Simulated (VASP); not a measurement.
Set up this calculation in VASP 6.6.1, as the native input.

| Property | Result |
| --- | --- |
| Task | relaxation of cell and atoms |
| Functional | PBE |
| Potentials or basis | VASP PAW PBE potentials, release 64 (C) |
| Cutoff | 600 eV |
| k mesh | 13 × 13 × 13 |
| Occupations | fermi-dirac, width 0.01 eV |
| Spin | no spin polarisation |
| Dipole correction | no |
| Further INCAR settings | ALGO = Normal; EDIFF = 1e-07; IBRION = 2; EDIFFG = -0.01; NSW = 80; ISIF = 3 |

The structure of C lies in POSCAR:

```
C
1.0
    0.0000000000      1.7833950000      1.7833950000
    1.7833950000      0.0000000000      1.7833950000
    1.7833950000      1.7833950000      0.0000000000
C
2
Direct
    0.0000000000      0.0000000000      0.0000000000
    0.2500000000      0.2500000000      0.2500000000
```

These files were run (other wordings do the same):

INCAR

```
SYSTEM = C
PREC = Accurate ; ENCUT = 600
EDIFF = 1E-7 ; ISMEAR = -1
SIGMA = 0.01 ; LREAL = .FALSE.
LASPH = .TRUE. ; NELM = 60
ALGO = Normal ; ISIF = 3
LWAVE = .FALSE. ; LCHARG = .FALSE.
GGA = PE ; IBRION = 2
NSW = 80 ; EDIFFG = -0.01
```

KPOINTS

```
regular mesh
0
G
  13 13 13
  0 0 0
```

Potentials or basis: VASP PAW PBE potentials, release 64 (C).

Run with:

```console
$ cat potpaw_PBE.64/C/POTCAR > POTCAR
$ mpirun -np 1 vasp_std > vasp.out
```

It gave:

The relaxed volume is 5.69 Å³/atom, the relaxed cell is a = 2.525 Å, b = 2.525 Å, c = 2.525 Å, α = 60.00°, β = 60.00°, γ = 60.00° and the space group after relaxing (to 0.05 Å) is Fd-3m (No. 227). The energy gained by relaxing is 0.1 meV/atom and the ionic steps are 3. The pressure after relaxing is 0.0 GPa and the band gap on the k mesh is 4.13 eV, indirect (least direct gap 5.58 eV).

It took 6.4 s on 1 thread of Intel(R) Xeon(R) 6975P-C (Granite Rapids), on a shared host, peak memory 0.12 GiB.
